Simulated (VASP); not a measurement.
A run of VASP 6.6.1 is set up as follows.

The input POSCAR:

```
C
1.0
    0.0000000000      1.7714007132      1.7714007132
    1.7714007132      0.0000000000      1.7714007132
    1.7714007132      1.7714007132      0.0000000000
C
2
Direct
    0.7500000000      0.7500000000      0.7500000000
    0.5000000000      0.5000000000      0.5000000000
```

The input INCAR.step1:

```
SYSTEM = C
  PREC = Accurate
  ENCUT = 520
  ISMEAR = -1
  SIGMA = 0.05
  LREAL = .False.
  LASPH = .True.
  NELM = 60
  NBANDS = 11
  GGA = PE
  ALGO = Normal
  EDIFF = 1E-4
  LWAVE = .True.
  LCHARG = .False.
```

The input INCAR.step2:

```
SYSTEM = C
  PREC = Accurate
  ENCUT = 520
  EDIFF = 1E-6
  ISMEAR = -1
  SIGMA = 0.05
  LREAL = .False.
  LASPH = .True.
  NELM = 60
  ALGO = Normal
  ISIF = 2
  LWAVE = .False.
  LCHARG = .True.
  METAGGA = R2SCAN
  LMIXTAU = .True.
  IVDW = 13
  VDW_S6 = 1.0
  VDW_S8 = 0.6018749
  VDW_A1 = 0.51559235
  VDW_A2 = 5.77342911
  LELF = .True.
  LVHAR = .True.
  NBANDS = 11
  ISTART = 1
```

File KPOINTS:

```
regular mesh
0
Gamma
  13 13 13
  0 0 0
```

Potentials or basis: VASP PAW PBE potentials, release 64 (C).

Run with:

```bash
$ cat potpaw_PBE.64/C/POTCAR > POTCAR
$ cp INCAR.step1 INCAR
$ mpirun -np 1 vasp_std > vasp.out
$ cp INCAR.step2 INCAR
$ mpirun -np 1 vasp_std > vasp.out
```

**Question.** Estimate the dispersion energy per atom.

**Answer.** -0.090 eV.

**Question.** What does it give for the band gap on the k mesh?

**Answer.** 4.38 eV, indirect (least direct gap 5.89 eV).

 A k mesh can miss the band edges.
